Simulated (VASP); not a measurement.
# TlO2 in VASP: single point with PBE

Aim: the single point of TlO2 with PBE.

Program: VASP 6.6.1. These are calculated values, not measurements. Logs are shortened: lines on timing, memory, paths and dates and some standing lists are left out, and cuts for length are marked.

### Step 1. The cell of the first run

The typed cell holds 6 atoms: a = 6.193 Å, b = 5.463 Å, c = 5.664 Å, α = 67.61°, β = 54.65°, γ = 57.74°.

The cell was generated, and may not be a known phase.

### Step 2. Single point, PBE

File INCAR:

```
ALGO = Normal ; EDIFF = 1E-6
ENCUT = 1340 ; GGA = PE
GGA_COMPAT = F ; ISIF = 2
ISMEAR = 0 ; LASPH = T
LCHARG = F ; LREAL = F
LWAVE = F ; NBANDS = 34
NELM = 120 ; PREC = Accurate
SIGMA = 0.1
```

File KPOINTS:

```
k-points
0
Gamma
  4 4 4
```

File POSCAR:

```
TlO2
1.0
    0.0000000000      4.5047343768      4.2490510448
    3.4332577575      0.0000000000      4.2490510448
    3.4332577575      4.5047343768      0.0000000000
Tl O
2 4
Direct
    0.2500259165      0.2500259165      0.7499740835
    0.7499740835      0.7499740835      0.2500259165
    0.3238226233      0.6761773767      0.3238226233
    0.6761773767      0.3238226233      0.6761773767
    0.8239051331      0.1760948669      0.8239051331
    0.1760948669      0.8239051331      0.1760948669
```

Potentials or basis: VASP PAW PBE potentials, release 64 (Tl_d, O_h).

The run is started by

```
$ cat potpaw_PBE.64/Tl_d/POTCAR potpaw_PBE.64/O_h/POTCAR > POTCAR
$ mpirun -np 1 vasp_std > vasp.out
```

OUTCAR:

```text
EDIFF = 1E-6
   ENCUT = 1340
   GGA = PE
   ISIF = 2
   ISMEAR = 0
   LASPH = T
   LREAL = F
   NELM = 120
   PREC = Accurate

 ion  position               nearest neighbor table
   1  0.250  0.250  0.750-   5 2.65   6 2.65   3 2.65   4 2.65   2 3.43   2 3.43
   2  0.750  0.750  0.250-   5 2.65   6 2.65   3 2.65   4 2.65   1 3.43   1 3.43
   3  0.324  0.676  0.324-   6 1.33   2 2.65   1 2.65
   4  0.676  0.324  0.676-   5 1.33   2 2.65   1 2.65
   5  0.824  0.176  0.824-   4 1.33   2 2.65   1 2.65
   6  0.176  0.824  0.176-   3 1.33   2 2.65   1 2.65

  LATTYP: Found a face centered orthorhombic cell.
 ALAT       =     6.8665155150
 B/A-ratio  =     1.2376149258
 C/A-ratio  =     1.3120874385

  Lattice vectors:

 A1 = (   0.0000000000,   4.5047343768,  -4.2490510448)
 A2 = (   3.4332577575,   4.5047343768,   0.0000000000)
 A3 = (   3.4332577575,   0.0000000000,  -4.2490510448)

Analysis of symmetry for initial positions (statically):
=====================================================================
 Subroutine PRICEL returns:
 Original cell was already a primitive cell.

 Routine SETGRP: Setting up the symmetry group for a
 face centered orthorhombic supercell.

 Subroutine GETGRP returns: Found  8 space group operations
 (whereof  8 operations were pure point group operations)
 out of a pool of  8 trial point group operations.

The static configuration has the point symmetry D_2h.

Analysis of symmetry for dynamics (positions and initial velocities):
=====================================================================
 Subroutine PRICEL returns:
 Original cell was already a primitive cell.

 Routine SETGRP: Setting up the symmetry group for a
 face centered orthorhombic supercell.

 Subroutine GETGRP returns: Found  8 space group operations
 (whereof  8 operations were pure point group operations)
 out of a pool of  8 trial point group operations.

The dynamic configuration has the point symmetry D_2h.

 Subroutine INISYM returns: Found  8 space group operations
 (whereof  8 operations are pure point group operations),
 and found     1 'primitive' translations

[... 93 lines left out ...]
   ENCUT  = 1340.0 eV  98.49 Ry    9.92 a.u.  18.48 16.30 16.91*2*pi/ulx,y,z
   NELM   =    120;   NELMIN=  2; NELMDL= -5     # of ELM steps
   EDIFF  = 0.1E-05   stopping-criterion for ELM
   LREAL  =      F    real-space projection
   EDIFFG = 0.1E-04   stopping-criterion for IOM
   NSW    =      0    number of steps for IOM
   IBRION =     -1    ionic relax: 0-MD 1-quasi-New 2-CG
   NFREE  =      0    steps in history (QN), initial steepest desc. (CG)
   ISIF   =      2    stress and relaxation
   ISYM   =      2    0-nonsym 1-usesym 2-fastsym
   POTIM  = 0.5000    time-step for ionic-motion
   TEBEG  =    0.0;   TEEND  =   0.0 temperature during run
   PSTRESS=    0.0 pullay stress
   NELECT =      50.0000    total number of electrons
   NUPDOWN=      -1.0000    fix difference up-down
   EMIN   =  10.00;   EMAX   =-10.00  energy-range for DOS
   EFERMI =   0.00;   METHOD = LEGACY
   ISMEAR =     0;   SIGMA  =   0.10  broadening in eV -4-tet -1-fermi 0-gaus
   EFERMI_NEDOS =   21; number of points for ismear=-14 and -15
   IALGO  =     38    algorithm
   IMIX   =      4    mixing-type and parameters
     AMIX     =   0.40;   BMIX     =  1.00
     AMIX_MAG =   1.60;   BMIX_MAG =  1.00
  volume/ion in A,a.u.               =      21.91       147.82
  Fermi-wavevector in a.u.,A,eV,Ry     =   1.186221  2.241633 19.145037  1.407121
  Thomas-Fermi vector in A             =   2.322398
   LORBIT       =      0    0 simple, 1 ext, 2 COOP (PROOUT), +10 PAW based schemes
   GGA     = PE    functional components
   LHFCALC =     F    Hartree Fock is set to
   AEXX    =    0.0000 exact exchange contribution
   IVDW    =     0    specifies the selected vdW correction
   LEPSILON=     F    determine dielectric tensor
   LRPA    =     F    only Hartree local field effects (RPA)
 non-spin polarized calculation
 Gauss-broadening in eV      SIGMA  =   0.10
  energy-cutoff  :     1340.00
  volume of cell :      131.43
 maximum number of plane-waves:     14687
 NGX is ok and might be reduce to    80
   NGX = 37   NGY = 33   NGZ = 33

 number of electron      50.0000000 magnetization

 Free energy of the ion-electron system (eV)
  ---------------------------------------------------
  ext. energy  EPLUGINS =         0.00000000
  ---------------------------------------------------
  free energy    TOTEN  =       -25.26075479 eV

  energy without entropy =      -25.22300156  energy(sigma->0) =      -25.24187818

 E-fermi :   2.1227     XC(G=0):  -8.2603

 val. band max:        2.1091165205   @ k =   0.5000   0.0000   0.5000
 cond. band min:       2.1576035791   @ k =  -0.2500   0.2500   0.0000
 fundamental gap:      0.0484870585
 Fermi energy:         2.1227220948

 k-point     1 :       0.0000    0.0000    0.0000
  band No.  band energies     occupation
      1     -21.3410      2.00000
      2     -21.2636      2.00000
      3     -12.3224      2.00000
      4     -12.1814      2.00000
      5      -9.1303      2.00000
      6      -8.8629      2.00000
[... 655 lines left out ...]
     33      10.3321      0.00000
     34      10.4972      0.00000

------------------------ aborting loop because EDIFF is reached ----------------------------------------

  FORCE on cell =-STRESS in cart. coord.  units (eV):
  Direction    XX          YY          ZZ          XY          YZ          ZX
  --------------------------------------------------------------------------------------
  -------------------------------------------------------------------------------------
  Total       -0.0265207     -0.2494125     -0.2652976      0.0000000      0.0000000      0.0000000
  in kB       -0.3232943     -3.0404032     -3.2340468      0.0000000      0.0000000      0.0000000
  external PRESSURE =      -2.1992481 kB  Pullay stress =       0.0000000 kB

 VOLUME and BASIS-vectors are now :
 -----------------------------------------------------------------------------
  energy-cutoff  :     1340.00
  volume of cell :      131.43
      direct lattice vectors                 reciprocal lattice vectors
     0.000000000  4.504734377  4.249051045    -0.145634274  0.110994336  0.117673333
     3.433257757  0.000000000  4.249051045     0.145634274 -0.110994336  0.117673333
     3.433257757  4.504734377  0.000000000     0.145634274  0.110994336 -0.117673333

 POSITION                                       TOTAL-FORCE (eV/Angst)
 -----------------------------------------------------------------------------------
      3.43326      4.50473      2.12475         0.000000      0.000000      0.000009
      3.43326      4.50473      6.37336         0.000000      0.000000     -0.000009
      3.43326      2.91747      4.24905         0.000000      0.006666     -0.000000
      3.43326      6.09200      4.24905         0.000000     -0.006666     -0.000000
      3.43326      7.42295      4.24905         0.000000      0.006325     -0.000000
      3.43326      1.58652      4.24905         0.000000     -0.006325     -0.000000
 -----------------------------------------------------------------------------------
    total drift:                               -0.000000     -0.000000     -0.000000

  FREE ENERGIE OF THE ION-ELECTRON SYSTEM (eV)
  ---------------------------------------------------
  free  energy   TOTEN  =       -25.2607547901 eV

  energy  without entropy=      -25.2230015642  energy(sigma->0) =      -25.24187818
```

OSZICAR:

```text
N       E                     dE             d eps       ncg     rms          rms(c)
DAV:   1     0.545019576741E+03    0.54502E+03   -0.42269E+04  1224   0.283E+03
DAV:   2     0.506688872638E+02   -0.49435E+03   -0.46800E+03  1486   0.479E+02
DAV:   3    -0.254550628854E+02   -0.76124E+02   -0.72447E+02  1498   0.136E+02
DAV:   4    -0.279576260726E+02   -0.25026E+01   -0.23941E+01  1492   0.246E+01
DAV:   5    -0.280132087269E+02   -0.55583E-01   -0.55339E-01  1672   0.356E+00    0.124E+01
DAV:   6    -0.253977632073E+02    0.26154E+01   -0.11774E+01  1530   0.175E+01    0.637E+00
DAV:   7    -0.252861259986E+02    0.11164E+00   -0.10438E+00  1410   0.542E+00    0.322E+00
DAV:   8    -0.252565210476E+02    0.29605E-01   -0.26721E-01  1518   0.337E+00    0.663E-01
DAV:   9    -0.252584580667E+02   -0.19370E-02   -0.40237E-02  1544   0.109E+00    0.293E-01
DAV:  10    -0.252603068754E+02   -0.18488E-02   -0.40848E-03  1318   0.392E-01    0.616E-02
DAV:  11    -0.252606351643E+02   -0.32829E-03   -0.38738E-04  1418   0.121E-01    0.305E-02
DAV:  12    -0.252607287572E+02   -0.93593E-04   -0.73342E-05  1366   0.503E-02    0.145E-02
DAV:  13    -0.252607524474E+02   -0.23690E-04   -0.21277E-05  1392   0.274E-02    0.459E-03
DAV:  14    -0.252607545180E+02   -0.20706E-05   -0.22852E-06  1232   0.921E-03    0.224E-03
DAV:  15    -0.252607547901E+02   -0.27208E-06   -0.19927E-07   978   0.367E-03
   1 F= -.25260755E+02 E0= -.25241878E+02  d E =-.377532E-01
```

Run time: 9.6 min. Hardware: 1 thread of Intel Xeon Platinum 8559C (Emerald Rapids), shared host; peak memory 0.84 GiB.

Results:

* Free energy: -25.2608 eV
* Pressure: -0.2 GPa
* Largest force: 0.007 eV/Å
* Band gap on the k mesh: zero (bands 25 and 26 overlap by 0.36 eV)

Forces on the atoms (eV/Å):
```
Tl   0.000  0.000  0.000
Tl   0.000  0.000  0.000
O    0.000  0.007  0.000
O    0.000 -0.007  0.000
O    0.000  0.006  0.000
O    0.000 -0.006  0.000
```

Caveat: spin-orbit coupling is left out, which moves the levels of the heavy elements.

The gap in the log of VASP goes by the Fermi energy; the results here count the filled bands.